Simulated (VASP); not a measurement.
# Al3B2As (I4/mmm) in VASP: notebook, part 2 of 2

VASP 6.6.1. Earlier steps stand in the parts before.

## (4) Relaxation of cell and atoms, PBE

Input file INCAR:

```
PREC = Accurate ; ENCUT = 600
EDIFF = 1E-7 ; ISMEAR = 0
SIGMA = 0.1 ; LREAL = False
LASPH = True ; NELM = 100
ALGO = Normal ; ISIF = 3
LWAVE = False ; LCHARG = False
GGA = PE ; IBRION = 2
NSW = 90 ; EDIFFG = -0.04
```

Input file KPOINTS:

```
regular mesh
0
Gamma
  6 6 6
```

Input file POSCAR:

```
Al3B2As
1.0
   -1.9018305000      1.9018305000      4.8214018100
    1.9018305000     -1.9018305000      4.8214018100
    1.9018305000      1.9018305000     -4.8214018100
Al B As
3 2 1
Direct
    0.7500000000      0.2500000000      0.5000000000
    0.5000000000      0.5000000000      0.0000000000
    0.2500000000      0.7500000000      0.5000000000
    0.6907110200      0.6907110200      0.0000000000
    0.3092889800      0.3092889800      0.0000000000
    0.0000000000      0.0000000000      0.0000000000
```

Potentials or basis: VASP PAW PBE potentials, release 64 (Al, B, As).

Command:

```console
$ cat potpaw_PBE.64/Al/POTCAR potpaw_PBE.64/B/POTCAR potpaw_PBE.64/As/POTCAR > POTCAR
$ mpirun -np 1 vasp_std > vasp.out
```

OUTCAR:

```text
PREC = Accurate
   ENCUT = 600
   EDIFF = 1E-7
   ISMEAR = 0
   LREAL = False
   LASPH = True
   NELM = 100
   ISIF = 3
   GGA = PE
   IBRION = 2
   NSW = 90
   EDIFFG = -0.04

 ion  position               nearest neighbor table
   1  0.750  0.250  0.500-   5 1.99   4 1.99   5 1.99   4 1.99   3 2.69   3 2.69   3 2.69   3 2.69
                             2 3.07   6 3.07   2 3.07   2 3.07   6 3.07   6 3.07   6 3.07   2 3.07
   2  0.500  0.500  0.000-   4 1.84   5 1.84   6 2.69   6 2.69   6 2.69   6 2.69   3 3.07   1 3.07
                             3 3.07   1 3.07   3 3.07   3 3.07   1 3.07   1 3.07
   3  0.250  0.750  0.500-   5 1.99   4 1.99   5 1.99   4 1.99   1 2.69   1 2.69   1 2.69   1 2.69
                             2 3.07   6 3.07   2 3.07   6 3.07   6 3.07   2 3.07   6 3.07   2 3.07
   4  0.691  0.691  0.000-   2 1.84   1 1.99   3 1.99   1 1.99   3 1.99
   5  0.309  0.309  0.000-   2 1.84   1 1.99   3 1.99   3 1.99   1 1.99
   6  0.000  0.000  0.000-   2 2.69   2 2.69   2 2.69   2 2.69   3 3.07   1 3.07   3 3.07   3 3.07
                             1 3.07   1 3.07   3 3.07   1 3.07

  LATTYP: Found a body centered tetragonal cell.
 ALAT       =     3.8036610000
 C/A-ratio  =     2.5351374952

  Lattice vectors:

 A1 = (  -1.9018305000,   1.9018305000,   4.8214018100)
 A2 = (   1.9018305000,  -1.9018305000,   4.8214018100)
 A3 = (   1.9018305000,   1.9018305000,  -4.8214018100)

Analysis of symmetry for initial positions (statically):
=====================================================================
 Subroutine PRICEL returns:
 Original cell was already a primitive cell.

 Routine SETGRP: Setting up the symmetry group for a
[... 318 lines left out ...]
     14       8.6218      0.00000
[... 379 lines left out ...]
      3      -1.2215      2.00000
      4       1.1891      2.00000
      5       1.7460      2.00000
      6       2.8661      2.00000
      7       3.4432      2.00000
      8       4.4518      2.00000
      9       5.0126      2.00000
     10       5.3278      1.70055
     11       6.3972      0.00000
     12       6.9214      0.00000
     13       7.2911      0.00000
     14       8.6431      0.00000

 [... further k-points ...]

[... ionic steps 4 to 25 ...]

--------------------------------------- Ionic step       26  -------------------------------------------

 number of electron      20.0000000 magnetization

------------------------ aborting loop because EDIFF is reached ----------------------------------------
[... 75 lines left out ...]
--------------------------------------- Ionic step       28  -------------------------------------------

 number of electron      20.0000000 magnetization

 Free energy of the ion-electron system (eV)
  ---------------------------------------------------
  ext. energy  EPLUGINS =         0.00000000
  ---------------------------------------------------
  free energy    TOTEN  =       -26.77621762 eV

  energy without entropy =      -26.75895049  energy(sigma->0) =      -26.76758405

 E-fermi :   5.3482     XC(G=0):  -9.9924

 val. band max:        5.3243801204   @ k =   0.5000   0.1667   0.0000
 cond. band min:       5.3706491434   @ k =   0.5000   0.0000   0.0000
 fundamental gap:      0.0462690230
 Fermi energy:         5.3482143856

 k-point     1 :       0.0000    0.0000    0.0000
  band No.  band energies     occupation
      1      -6.5632      2.00000
      2      -4.4153      2.00000
      3      -1.6532      2.00000
      4       2.1670      2.00000
      5       2.9076      2.00000
      6       2.9076      2.00000
      7       3.2422      2.00000
      8       3.7430      2.00000
      9       3.7430      2.00000
     10       6.9173      0.00000
     11       7.0084      0.00000
     12       7.0084      0.00000
     13       7.5765      0.00000
     14       8.6466      0.00000
[... 424 lines left out ...]
  FREE ENERGIE OF THE ION-ELECTRON SYSTEM (eV)
  ---------------------------------------------------
  free  energy   TOTEN  =       -26.7762176167 eV

  energy  without entropy=      -26.7589504855  energy(sigma->0) =      -26.76758405

 reached required accuracy - stopping structural energy minimisation
```

OSZICAR:

```text
N       E                     dE             d eps       ncg     rms          rms(c)
DAV:   1     0.509037232675E+02    0.50904E+02   -0.94863E+03   840   0.140E+03
DAV:   2    -0.275263840172E+02   -0.78430E+02   -0.76189E+02  1082   0.189E+02
DAV:   3    -0.310427956169E+02   -0.35164E+01   -0.34233E+01  1038   0.397E+01
[... 262 lines left out ...]
DAV:   3    -0.267762185720E+02    0.21654E-04   -0.10112E-04  1000   0.608E-02    0.127E-02
DAV:   4    -0.267762177972E+02    0.77481E-06   -0.21539E-05   972   0.265E-02    0.573E-03
DAV:   5    -0.267762174950E+02    0.30224E-06   -0.27745E-06   960   0.960E-03    0.261E-03
DAV:   6    -0.267762175986E+02   -0.10364E-06   -0.37256E-07   802   0.385E-03    0.160E-03
DAV:   7    -0.267762176167E+02   -0.18043E-07   -0.69739E-08   450   0.140E-03
  28 F= -.26776218E+02 E0= -.26767584E+02  d E =-.112460E-02
```

Wall time 12 min (1 thread of Intel Xeon 6975P-C (Granite Rapids), shared host); peak memory 0.36 GiB.

What came out:

* Free energy: -26.7762 eV
* Relaxed volume: 15.58 Å³/atom
* Relaxed cell: a = 6.904 Å, b = 6.904 Å, c = 6.904 Å, α = 147.73°, β = 147.73°, γ = 46.29°
* Space group after relaxing (to 0.05 Å): I4/mmm (No. 139)
* Energy gained by relaxing: 467.5 meV/atom
* Ionic steps: 28
* Pressure after relaxing: 0.0 GPa
* Band gap on the k mesh: zero (band 10 reaches 6.92 eV, above the bottom of band 11 at 4.15 eV)

The path:
| step | energy change (eV) | largest force (eV/Å) | pressure (GPa) | volume (Å³) |
| --- | --- | --- | --- | --- |
| 1 | 0.0000 | 1.6831 | 41.00 | 69.76 |
| 2 | -1.8177 | 0.5579 | -9.15 | 104.29 |
| 3 | -2.2639 | 0.2545 | 0.29 | 90.78 |
| 4 | -2.2636 | 0.2724 | -0.17 | 91.24 |
| 5 | -2.2724 | 0.2538 | -0.23 | 91.43 |
| 6 | -2.3022 | 0.2013 | -0.44 | 91.98 |
| 7 | -2.3897 | 0.1455 | -0.94 | 93.06 |
| 8 | -2.5429 | 0.6176 | -2.09 | 95.04 |
| 9 | -1.9335 | 3.8362 | -2.66 | 98.39 |
| 10 | -2.5077 | 1.2146 | -2.12 | 95.45 |
| 11 | -2.5095 | 1.1503 | -2.08 | 95.35 |
| 12 | -2.5105 | 1.1568 | -2.09 | 95.37 |
| 13 | -2.5131 | 1.1766 | -2.11 | 95.42 |
| 14 | -2.5178 | 1.2170 | -2.16 | 95.51 |
| 15 | -2.5244 | 1.2986 | -2.25 | 95.70 |
| 16 | -2.5277 | 1.4649 | -2.42 | 96.06 |
| 17 | -2.5392 | 1.4239 | -2.39 | 96.00 |
| 18 | -2.5722 | 1.3034 | -2.29 | 95.82 |
| 19 | -2.6313 | 1.0738 | -2.06 | 95.44 |
| 20 | -2.7236 | 0.6522 | -1.45 | 94.68 |
| 21 | -2.8009 | 0.1185 | 0.36 | 93.07 |
| 22 | -2.8008 | 0.1465 | 0.45 | 93.00 |
| 23 | -2.8015 | 0.1415 | 0.35 | 93.10 |
| 24 | -2.8030 | 0.1258 | 0.07 | 93.39 |
| 25 | -2.8032 | 0.0894 | -0.47 | 93.98 |
| 26 | -2.8036 | 0.1063 | -0.23 | 93.72 |
| 27 | -2.8043 | 0.0662 | -0.16 | 93.63 |
| 28 | -2.8047 | 0.0005 | -0.05 | 93.48 |

Final structure:
```
Al B As
1.0
    -1.91869    1.91869    6.34822
     1.91869   -1.91869    6.34822
     1.91869    1.91869   -6.34822
Al B As
3 2 1
Direct
  0.75000 0.25000 0.50000
  0.50000 0.50000 0.00000
  0.25000 0.75000 0.50000
  0.66671 0.66671 0.00000
  0.33329 0.33329 0.00000
  0.00000 0.00000 0.00000
```

Caveat: the k points lie up to 0.39 Å⁻¹ apart in the final cell; the volume moved by over 15 % at a fixed basis, so the end points are rough.

## (5) Single point, PBE

This run uses another cell than the first one, of 15.57 Å³/atom, 1.339 times its volume.

Input file INCAR:

```
SYSTEM = Al3B2As
  PREC = Accurate
  ENCUT = 520
  EDIFF = 1E-6
  ISMEAR = 0
  SIGMA = 0.1
  LREAL = .False.
  LASPH = .True.
  NELM = 60
  ALGO = Normal
  ISIF = 2
  LWAVE = .False.
  LCHARG = .False.
  GGA = PE
  NBANDS = 19
```

Input file KPOINTS:

```
regular mesh
0
Gamma
  14 14 14
  0 0 0
```

Input file POSCAR:

```
Al3B2As
1.0
   -1.9184150813      1.9184150813      6.3467368567
    1.9184150813     -1.9184150813      6.3467368567
    1.9184150813      1.9184150813     -6.3467368567
Al B As
3 2 1
Direct
    0.7500000000      0.2500000000      0.5000000000
    0.5000000000      0.5000000000      0.0000000000
    0.2500000000      0.7500000000      0.5000000000
    0.6667607721      0.6667607721      0.0000000000
    0.3332392279      0.3332392279      0.0000000000
    0.0000000000      0.0000000000      0.0000000000
```

Potentials or basis: VASP PAW PBE potentials, release 64 (Al, B, As).

Command:

```console
$ cat potpaw_PBE.64/Al/POTCAR potpaw_PBE.64/B/POTCAR potpaw_PBE.64/As/POTCAR > POTCAR
$ mpirun -np 1 vasp_std > vasp.out
```

OUTCAR:

```text
SYSTEM = Al3B2As
   PREC = Accurate
   ENCUT = 520
   EDIFF = 1E-6
   ISMEAR = 0
   LREAL = .False.
   LASPH = .True.
   NELM = 60
   ISIF = 2
   GGA = PE

 ion  position               nearest neighbor table
   1  0.750  0.250  0.500-   5 2.19   4 2.19   5 2.19   4 2.19   3 2.71   3 2.71   3 2.71   3 2.71

   2  0.500  0.500  0.000-   4 2.12   5 2.12   6 2.71   6 2.71   6 2.71   6 2.71
   3  0.250  0.750  0.500-   5 2.19   4 2.19   5 2.19   4 2.19   1 2.71   1 2.71   1 2.71   1 2.71

   4  0.667  0.667  0.000-   2 2.12   1 2.19   3 2.19   1 2.19   3 2.19
   5  0.333  0.333  0.000-   2 2.12   1 2.19   3 2.19   3 2.19   1 2.19
   6  0.000  0.000  0.000-   2 2.71   2 2.71   2 2.71   2 2.71

  LATTYP: Found a body centered tetragonal cell.
 ALAT       =     3.8368301626
 C/A-ratio  =     3.3083230624

  Lattice vectors:

 A1 = (  -1.9184150813,   1.9184150813,   6.3467368567)
 A2 = (   1.9184150813,  -1.9184150813,   6.3467368567)
 A3 = (   1.9184150813,   1.9184150813,  -6.3467368567)

Analysis of symmetry for initial positions (statically):
=====================================================================
 Subroutine PRICEL returns:
 Original cell was already a primitive cell.

 Routine SETGRP: Setting up the symmetry group for a
 body centered tetragonal supercell.

 Subroutine GETGRP returns: Found 16 space group operations
 (whereof 16 operations were pure point group operations)
 out of a pool of 16 trial point group operations.

The static configuration has the point symmetry D_4h.

Analysis of symmetry for dynamics (positions and initial velocities):
=====================================================================
 Subroutine PRICEL returns:
 Original cell was already a primitive cell.

 Routine SETGRP: Setting up the symmetry group for a
 body centered tetragonal supercell.

 Subroutine GETGRP returns: Found 16 space group operations
 (whereof 16 operations were pure point group operations)
 out of a pool of 16 trial point group operations.

The dynamic configuration has the point symmetry D_4h.

 Subroutine INISYM returns: Found 16 space group operations
 (whereof 16 operations are pure point group operations),
 and found     1 'primitive' translations

----------------------------------------------------------------------------------------

                                     Primitive cell

  volume of cell :      93.4320

  direct lattice vectors                    reciprocal lattice vectors
    -1.918415081  1.918415081  6.346736857     0.000000000  0.260631813  0.078780641
     1.918415081 -1.918415081  6.346736857     0.260631813  0.000000000  0.078780641
     1.918415081  1.918415081 -6.346736857     0.260631813  0.260631813  0.000000000

  length of vectors
     6.902296833  6.902296833  6.902296833     0.272278040  0.272278040  0.368589044

  position of ions in fractional coordinates (direct lattice)
     0.750000000  0.250000000  0.500000000
     0.500000000  0.500000000  0.000000000
     0.250000000  0.750000000  0.500000000
     0.666760772  0.666760772  0.000000000
     0.333239228  0.333239228  0.000000000
[... 30 lines left out ...]
     0.000000000  0.000000000  0.000000000

 Subroutine IBZKPT returns following result:
 ===========================================

 Found    244 irreducible k-points:

 Following reciprocal coordinates:
            Coordinates               Weight
  0.000000  0.000000  0.000000      1.000000
  0.071429  0.000000  0.000000      8.000000
  0.142857 -0.000000  0.000000      8.000000
  0.214286  0.000000 -0.000000      8.000000
  0.285714  0.000000  0.000000      8.000000
  0.357143  0.000000  0.000000      8.000000
[... 16 lines left out ...]
  0.214286  0.142857 -0.000000     16.000000
  0.285714  0.142857  0.000000     16.000000
 [... further k-points ...]
   k-points           NKPTS =    244   k-points in BZ     NKDIM =    244   number of bands    NBANDS=     19
   number of dos      NEDOS =    301   number of ions     NIONS =      6
   total plane-waves  NPLWV = 157464
   dimension x,y,z NGX =    54 NGY =   54 NGZ =   54
   dimension x,y,z NGXF=   108 NGYF=  108 NGZF=  108
   ions per type =               3   2   1
   NGX,Y,Z   is equivalent  to a cutoff of  13.01, 13.01, 13.01 a.u.
   NGXF,Y,Z  is equivalent  to a cutoff of  26.01, 26.01, 26.01 a.u.
 SYSTEM =  Al3B2As
   PREC   = accura    normal or accurate (medium, high low for compatibility)
   ISTART =      0    job   : 0-new  1-cont  2-samecut
   ICHARG =      2    charge: 1-file 2-atom 10-const
   ISPIN  =      1    spin polarized calculation?
   LNONCOLLINEAR =      F non collinear calculations
   LSORBIT =      F    spin-orbit coupling
   LASPH  =      T    aspherical Exc in radial PAW
   ENCUT  =  520.0 eV  38.22 Ry    6.18 a.u.  12.83 12.83 12.83*2*pi/ulx,y,z
   NELM   =     60;   NELMIN=  2; NELMDL= -5     # of ELM steps
   EDIFF  = 0.1E-05   stopping-criterion for ELM
   LREAL  =      F    real-space projection
   EDIFFG = 0.1E-04   stopping-criterion for IOM
   NSW    =      0    number of steps for IOM
   IBRION =     -1    ionic relax: 0-MD 1-quasi-New 2-CG
   NFREE  =      0    steps in history (QN), initial steepest desc. (CG)
   ISIF   =      2    stress and relaxation
   ISYM   =      2    0-nonsym 1-usesym 2-fastsym
   POTIM  = 0.5000    time-step for ionic-motion
   TEBEG  =    0.0;   TEEND  =   0.0 temperature during run
   PSTRESS=    0.0 pullay stress
   NELECT =      20.0000    total number of electrons
   NUPDOWN=      -1.0000    fix difference up-down
   EMIN   =  10.00;   EMAX   =-10.00  energy-range for DOS
   EFERMI =   0.00;   METHOD = LEGACY
   ISMEAR =     0;   SIGMA  =   0.10  broadening in eV -4-tet -1-fermi 0-gaus
   EFERMI_NEDOS =   21; number of points for ismear=-14 and -15
   IALGO  =     38    algorithm
   IMIX   =      4    mixing-type and parameters
     AMIX     =   0.40;   BMIX     =  1.00
     AMIX_MAG =   1.60;   BMIX_MAG =  1.00
  volume/ion in A,a.u.               =      15.57       105.09
  Fermi-wavevector in a.u.,A,eV,Ry     =   0.979309  1.850625 13.048607  0.959046
  Thomas-Fermi vector in A             =   2.110152
   LORBIT       =      0    0 simple, 1 ext, 2 COOP (PROOUT), +10 PAW based schemes
   GGA     = PE    functional components
   LHFCALC =     F    Hartree Fock is set to
   AEXX    =    0.0000 exact exchange contribution
   IVDW    =     0    specifies the selected vdW correction
   LEPSILON=     F    determine dielectric tensor
   LRPA    =     F    only Hartree local field effects (RPA)
 non-spin polarized calculation
 Gauss-broadening in eV      SIGMA  =   0.10
  energy-cutoff  :      520.00
  volume of cell :       93.43
 maximum number of plane-waves:      2534
 NGX is ok and might be reduce to    54
   NGX = 25   NGY = 25   NGZ = 25

 number of electron      20.0000000 magnetization

 Free energy of the ion-electron system (eV)
  ---------------------------------------------------
  ext. energy  EPLUGINS =         0.00000000
  ---------------------------------------------------
  free energy    TOTEN  =       -26.77956589 eV

  energy without entropy =      -26.76265165  energy(sigma->0) =      -26.77110877

 E-fermi :   5.3867     XC(G=0):  -9.9945

 val. band max:        5.3862053041   @ k =  -0.4286   0.1429   0.0000
 cond. band min:       5.3871192120   @ k =   0.5000   0.2143   0.1429
 fundamental gap:      0.0009139079
 Fermi energy:         5.3867377674

 k-point     1 :       0.0000    0.0000    0.0000
  band No.  band energies     occupation
      1      -6.5625      2.00000
      2      -4.4122      2.00000
      3      -1.6505      2.00000
      4       2.1683      2.00000
      5       2.9114      2.00000
      6       2.9114      2.00000
[... 505 lines left out ...]
      6       2.1452      2.00000
[... 11 lines left out ...]
     18      11.7559      0.00000
     19      12.3303      0.00000

 [... further k-points ...]
[... 5 lines left out ...]
  --------------------------------------------------------------------------------------
  -------------------------------------------------------------------------------------
  Total       -0.0228747     -0.0228747     -0.0282300      0.0000000     -0.0000000     -0.0000000
  in kB       -0.3922559     -0.3922559     -0.4840904      0.0000000     -0.0000000     -0.0000000
  external PRESSURE =      -0.4228674 kB  Pullay stress =       0.0000000 kB

 VOLUME and BASIS-vectors are now :
 -----------------------------------------------------------------------------
  energy-cutoff  :      520.00
  volume of cell :       93.43
      direct lattice vectors                 reciprocal lattice vectors
    -1.918415081  1.918415081  6.346736857     0.000000000  0.260631813  0.078780641
     1.918415081 -1.918415081  6.346736857     0.260631813  0.000000000  0.078780641
     1.918415081  1.918415081 -6.346736857     0.260631813  0.260631813  0.000000000

 POSITION                                       TOTAL-FORCE (eV/Angst)
 -----------------------------------------------------------------------------------
      0.00000      1.91842      3.17337        -0.000000     -0.000000      0.000000
      0.00000      0.00000      6.34674        -0.000000     -0.000000      0.000000
      1.91842      0.00000      3.17337        -0.000000     -0.000000      0.000000
      0.00000      0.00000      8.46351         0.000000      0.000000      0.005606
      0.00000      0.00000      4.22996         0.000000      0.000000     -0.005606
      0.00000      0.00000      0.00000        -0.000000     -0.000000      0.000000
 -----------------------------------------------------------------------------------
    total drift:                                0.000000      0.000000     -0.000000

  FREE ENERGIE OF THE ION-ELECTRON SYSTEM (eV)
  ---------------------------------------------------
  free  energy   TOTEN  =       -26.7795658870 eV

  energy  without entropy=      -26.7626516487  energy(sigma->0) =      -26.77110877
```

Run time: 12 min. Hardware: 1 thread of Intel Xeon 6975P-C (Granite Rapids), shared host; peak memory 0.7 GiB.

Results:

- Free energy: -26.7796 eV
- Pressure: 0.0 GPa
- Largest force: 0.006 eV/Å
- Band gap on the k mesh: zero (band 10 reaches 6.92 eV, above the bottom of band 11 at 4.18 eV)

Forces on the atoms (eV/Å):
```
Al   0.000  0.000  0.000
Al   0.000  0.000  0.000
Al   0.000  0.000  0.000
B    0.000  0.000  0.006
B    0.000  0.000 -0.006
As   0.000  0.000  0.000
```

## (6) The runs side by side

```tsv
task	cell	k mesh	cutoff (eV)	gap on the mesh (eV)	pressure (GPa)	largest force (eV/Å)
single point	a = 5.521 Å, angles 139.7, 139.7, 58.3°, 6 atoms	6 × 6 × 6	520	none	41.0	1.68
single point	a = 6.906 Å, angles 147.8, 147.8, 46.2°, 6 atoms	6 × 6 × 6	520	none	0.0	-
relaxation of cell and atoms	relaxed from a = 5.521 Å, angles 139.7, 139.7, 58.3°, 6 atoms	6 × 6 × 6	600	none	0.0	-
single point	a = 6.902 Å, angles 147.7, 147.7, 46.3°, 6 atoms	14 × 14 × 14	520	none	0.0	0.01
```

Alike in all rows: level PBE; potentials or basis VASP PAW PBE potentials, release 64 (Al, B, As); no spin polarisation; smearing gaussian 0.1 eV.

Caveats: some runs use coarse meshes; forces of over 1 eV/Å act on the atoms, so gaps and moduli don't describe the material at rest (some runs); the volume moved by over 15 % at a fixed basis, so the end points are rough (some runs).

Absolute energies hang on the potentials; compare differences alone.
